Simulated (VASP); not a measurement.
# Cd2S (P3m1) in VASP: further runs

The runs below take Cd2S through single point, with PBEsol, LDA.

Program: VASP 6.6.1. These are calculated values, not measurements. Logs are shortened: lines on timing, memory, paths and dates and some standing lists are left out, and cuts for length are marked.

## Step 1: The cell of the first run

The structure is trigonal, space group P3m1 (No. 156). The conventional cell has a = 3.804 Å, b = 3.804 Å, c = 5.809 Å, α = 90.00°, β = 90.00°, γ = 120.00°. Within 3.3 Å of Cd (site symmetry 3m) lie 2 S at 2.52 to 3.29 Å and 3 Cd at 3.01 Å. Within 3.3 Å of Cd (site symmetry 3m) lie 3 S at 2.52 Å and 3 Cd at 3.01 Å. Within 3.3 Å of S (site symmetry 3m) lie 5 Cd at 2.52 to 3.29 Å.

## Step 2: Single point, PBEsol

INCAR

```
SYSTEM = Cd2S
PREC = Accurate ; ENCUT = 520
EDIFF = 1E-7 ; ISMEAR = -1
SIGMA = 0.05 ; LREAL = .False.
LASPH = .True. ; NELM = 100
ALGO = Normal ; ISIF = 2
LWAVE = .False. ; LCHARG = .True.
GGA = PS ; LELF = .True.
LVHAR = .True. ; NBANDS = 22
```

KPOINTS

```
Automatic mesh
0
Gamma
  8 8 5
  0 0 0
```

POSCAR

```
Cd2S
1.0
    3.8041632470      0.0000000000      0.0000000000
   -1.9020816235      3.2945020121      0.0000000000
    0.0000000000      0.0000000000      5.8091920000
Cd S
2 1
Direct
    0.3333333333      0.6666666667      0.9327170000
    0.6666666667      0.3333333333      0.5787350000
    0.3333333333      0.6666666667      0.3657050000
```

Potentials or basis: VASP PAW PBE potentials, release 64 (Cd, S).

The run is started by

```bash
cat potpaw_PBE.64/Cd/POTCAR potpaw_PBE.64/S/POTCAR > POTCAR
mpirun -np 1 vasp_std > vasp.out
```

OUTCAR:

```text
SYSTEM = Cd2S
   PREC = Accurate
   ENCUT = 520
   EDIFF = 1E-7
   ISMEAR = -1
   LREAL = .False.
   LASPH = .True.
   NELM = 100
   ISIF = 2
   GGA = PS

 ion  position               nearest neighbor table
   1  0.333  0.667  0.933-   3 2.52   2 3.01   2 3.01   2 3.01
   2  0.667  0.333  0.579-   3 2.52   3 2.52   3 2.52   1 3.01   1 3.01   1 3.01
   3  0.333  0.667  0.366-   1 2.52   2 2.52   2 2.52   2 2.52

  LATTYP: Found a hexagonal cell.
 ALAT       =     3.8041632470
 C/A-ratio  =     1.5270617013

  Lattice vectors:

 A1 = (   3.8041632470,   0.0000000000,   0.0000000000)
 A2 = (  -1.9020816235,   3.2945020121,   0.0000000000)
 A3 = (   0.0000000000,   0.0000000000,   5.8091920000)

Analysis of symmetry for initial positions (statically):
=====================================================================
 Subroutine PRICEL returns:
 Original cell was already a primitive cell.

 Routine SETGRP: Setting up the symmetry group for a
 hexagonal supercell.

 Subroutine GETGRP returns: Found  6 space group operations
 (whereof  6 operations were pure point group operations)
 out of a pool of 24 trial point group operations.

The static configuration has the point symmetry C_3v.

Analysis of symmetry for dynamics (positions and initial velocities):
=====================================================================
 Subroutine PRICEL returns:
 Original cell was already a primitive cell.

 Routine SETGRP: Setting up the symmetry group for a
 hexagonal supercell.

 Subroutine GETGRP returns: Found  6 space group operations
 (whereof  6 operations were pure point group operations)
 out of a pool of 24 trial point group operations.

The dynamic configuration has the point symmetry C_3v.

 Subroutine INISYM returns: Found  6 space group operations
 (whereof  6 operations are pure point group operations),
 and found     1 'primitive' translations

----------------------------------------------------------------------------------------

                                     Primitive cell

  volume of cell :      72.8056

  direct lattice vectors                    reciprocal lattice vectors
     3.804163247  0.000000000  0.000000000     0.262869897  0.151768006  0.000000000
    -1.902081623  3.294502012  0.000000000     0.000000000  0.303536011  0.000000000
     0.000000000  0.000000000  5.809192000     0.000000000  0.000000000  0.172140979

  length of vectors
     3.804163247  3.804163247  5.809192000     0.303536011  0.303536011  0.172140979

  position of ions in fractional coordinates (direct lattice)
     0.333333333  0.666666667  0.932717000
     0.666666667  0.333333333  0.578735000
     0.333333333  0.666666667  0.365705000

  ion indices of the primitive-cell ions
   primitive index   ion index
                 1           1
                 2           2
                 3           3

----------------------------------------------------------------------------------------

 KPOINTS: Automatic mesh

Automatic generation of k-mesh.
 Grid dimensions read from file:
 generate k-points for:    8    8    5

 Generating k-lattice:

  Cartesian coordinates                     Fractional coordinates (reciprocal lattice)
     0.032858737  0.018971001  0.000000000     0.125000000  0.000000000  0.000000000
     0.000000000  0.037942001  0.000000000     0.000000000  0.125000000  0.000000000
     0.000000000  0.000000000  0.034428196     0.000000000  0.000000000  0.200000000

  Length of vectors
     0.037942001  0.037942001  0.034428196

  Shift w.r.t. Gamma in fractional coordinates (k-lattice)
     0.000000000  0.000000000  0.000000000

 Subroutine IBZKPT returns following result:
 ===========================================

 Found     40 irreducible k-points:

 Following reciprocal coordinates:
            Coordinates               Weight
  0.000000  0.000000  0.000000      1.000000
  0.125000 -0.000000  0.000000      6.000000
  0.250000 -0.000000  0.000000      6.000000
  0.375000 -0.000000  0.000000      6.000000
  0.500000 -0.000000  0.000000      3.000000
  0.125000  0.125000  0.000000      6.000000
[... 16 lines left out ...]
 -0.125000  0.500000  0.200000     12.000000
  0.250000  0.250000  0.200000     12.000000
 [... further k-points ...]
   k-points           NKPTS =     40   k-points in BZ     NKDIM =     40   number of bands    NBANDS=     22
   number of dos      NEDOS =    301   number of ions     NIONS =      3
   total plane-waves  NPLWV =  37632
   dimension x,y,z NGX =    28 NGY =   28 NGZ =   48
   dimension x,y,z NGXF=    56 NGYF=   56 NGZF=   96
   ions per type =               2   1
   NGX,Y,Z   is equivalent  to a cutoff of  12.24, 12.24, 13.74 a.u.
   NGXF,Y,Z  is equivalent  to a cutoff of  24.47, 24.47, 27.47 a.u.
 SYSTEM =  Cd2S
   PREC   = accura    normal or accurate (medium, high low for compatibility)
   ISTART =      0    job   : 0-new  1-cont  2-samecut
   ICHARG =      2    charge: 1-file 2-atom 10-const
[... 31 lines left out ...]
   GGA     = PS    functional components
   LHFCALC =     F    Hartree Fock is set to
   AEXX    =    0.0000 exact exchange contribution
   IVDW    =     0    specifies the selected vdW correction
   LEPSILON=     F    determine dielectric tensor
   LRPA    =     F    only Hartree local field effects (RPA)
 non-spin polarized calculation
  energy-cutoff  :      520.00
  volume of cell :       72.81
 maximum number of plane-waves:      1979
   NGX = 15   NGY = 15   NGZ = 21

 number of electron      30.0000001 magnetization

 Free energy of the ion-electron system (eV)
  ---------------------------------------------------
  ext. energy  EPLUGINS =         0.00000000
  ---------------------------------------------------
  free energy    TOTEN  =        -7.29273546 eV

  energy without entropy =       -7.29031860  energy(sigma->0) =       -7.29152703

 E-fermi :   1.8084     XC(G=0):  -9.8969

 val. band max:        1.7078131396   @ k =   0.3750   0.2500   0.2000
 cond. band min:       1.8670774461   @ k =   0.5000  -0.0000   0.2000
 fundamental gap:      0.1592643065
 Fermi energy:         1.8084298736

 k-point     1 :       0.0000    0.0000    0.0000
  band No.  band energies     occupation
      1     -11.1923      2.00000
      2      -6.6954      2.00000
      3      -6.6954      2.00000
      4      -6.6337      2.00000
      5      -6.6337      2.00000
      6      -6.5640      2.00000
[... 14 lines left out ...]
     21      10.7297      0.00000
     22      12.2312      0.00000

 k-point     2 :       0.1250   -0.0000    0.0000
  band No.  band energies     occupation
      1     -11.1236      2.00000
      2      -6.7161      2.00000
      3      -6.6940      2.00000
      4      -6.6295      2.00000
      5      -6.5894      2.00000
      6      -6.5011      2.00000
[... 14 lines left out ...]
     21      10.6564      0.00000
     22      11.6633      0.00000

 k-point     3 :       0.2500   -0.0000    0.0000
  band No.  band energies     occupation
      1     -10.9551      2.00000
      2      -6.7392      2.00000
      3      -6.7033      2.00000
      4      -6.6181      2.00000
      5      -6.4768      2.00000
      6      -6.4412      2.00000
[... 14 lines left out ...]
     21      10.4265      0.00000
     22      10.5991      0.00000

 k-point     4 :       0.3750   -0.0000    0.0000
  band No.  band energies     occupation
      1     -10.7838      2.00000
      2      -6.7374      2.00000
      3      -6.7254      2.00000
      4      -6.6230      2.00000
      5      -6.4512      2.00000
      6      -6.3456      2.00000
[... 14 lines left out ...]
     21      10.0040      0.00000
     22      10.7848      0.00000

 k-point     5 :       0.5000   -0.0000    0.0000
  band No.  band energies     occupation
      1     -10.7124      2.00000
      2      -6.7369      2.00000
      3      -6.7182      2.00000
      4      -6.6486      2.00000
      5      -6.4612      2.00000
      6      -6.3812      2.00000
[... 417 lines left out ...]
 k-point    22 :       0.3750    0.1250    0.2000
  band No.  band energies     occupation
      1     -10.6812      2.00000
      2      -6.7916      2.00000
      3      -6.7444      2.00000
      4      -6.5881      2.00000
      5      -6.5399      2.00000
      6      -6.3360      2.00000
[... 14 lines left out ...]
     21       9.8462      0.00000
     22      11.2787      0.00000

 k-point    23 :      -0.1250    0.5000    0.2000
  band No.  band energies     occupation
      1     -10.6810      2.00000
      2      -6.7774      2.00000
      3      -6.7461      2.00000
      4      -6.6011      2.00000
      5      -6.5348      2.00000
      6      -6.3316      2.00000
[... 14 lines left out ...]
     21       9.8099      0.00000
     22      11.3757      0.00000

 k-point    24 :       0.2500    0.2500    0.2000
  band No.  band energies     occupation
      1     -10.6822      2.00000
      2      -6.8039      2.00000
      3      -6.7335      2.00000
      4      -6.5592      2.00000
      5      -6.5227      2.00000
      6      -6.3721      2.00000
[... 14 lines left out ...]
     21       9.5559      0.00000
     22      10.4241      0.00000

 [... further k-points ...]
[... 5 lines left out ...]
  --------------------------------------------------------------------------------------
  -------------------------------------------------------------------------------------
  Total        0.5878038      0.5878038     -0.5368663      0.0000000      0.0000000      0.0000000
  in kB       12.9353535     12.9353535    -11.8144102      0.0000000      0.0000000      0.0000000
  external PRESSURE =       4.6854323 kB  Pullay stress =       0.0000000 kB

 VOLUME and BASIS-vectors are now :
 -----------------------------------------------------------------------------
  energy-cutoff  :      520.00
  volume of cell :       72.81
      direct lattice vectors                 reciprocal lattice vectors
     3.804163247  0.000000000  0.000000000     0.262869897  0.151768006  0.000000000
    -1.902081623  3.294502012  0.000000000     0.000000000  0.303536011  0.000000000
     0.000000000  0.000000000  5.809192000     0.000000000  0.000000000  0.172140979

 POSITION                                       TOTAL-FORCE (eV/Angst)
 -----------------------------------------------------------------------------------
     -0.00000      2.19633      5.41833        -0.000000      0.000000      0.134339
      1.90208      1.09817      3.36198         0.000000      0.000000      0.190784
     -0.00000      2.19633      2.12445         0.000000     -0.000000     -0.325123
 -----------------------------------------------------------------------------------
    total drift:                                0.000000     -0.000000      0.000187

  FREE ENERGIE OF THE ION-ELECTRON SYSTEM (eV)
  ---------------------------------------------------
  free  energy   TOTEN  =        -7.2927354629 eV

  energy  without entropy=       -7.2903186012  energy(sigma->0) =       -7.29152703
```

It took 56 s on 1 thread of AMD EPYC 9R45 (Zen 5), shared host; peak memory 0.18 GiB.

Results:

* Free energy: -7.2927 eV
* Pressure: 0.5 GPa
* Largest force: 0.325 eV/Å
* Band gap on the k mesh: 0.16 eV, indirect (least direct gap 0.60 eV)

Forces in eV/Å, atoms in the order of the input:
```
Cd   0.000  0.000  0.134
Cd   0.000  0.000  0.191
S    0.000  0.000 -0.325
```

Levels at points of the mesh, in eV from the valence-band top:
| k point | band 11 | band 12 | band 13 | band 14 | band 15 | band 16 | band 17 | band 18 | band 19 | band 20 |
| --- | --- | --- | --- | --- | --- | --- | --- | --- | --- | --- |
| (0.00, 0.00, 0.00) | -7.59 | -4.80 | -3.94 | -0.42 | -0.42 | 3.65 | 5.04 | 7.29 | 7.29 | 9.02 |
| (0.50, 0.00, 0.00) | -7.37 | -4.71 | -3.06 | -1.46 | -1.18 | 0.45 | 3.18 | 4.90 | 6.25 | 7.57 |

Caveat: the PAW data sets were made with another functional, which shifts forces and pressure a little.

[end of part 1 of 2]
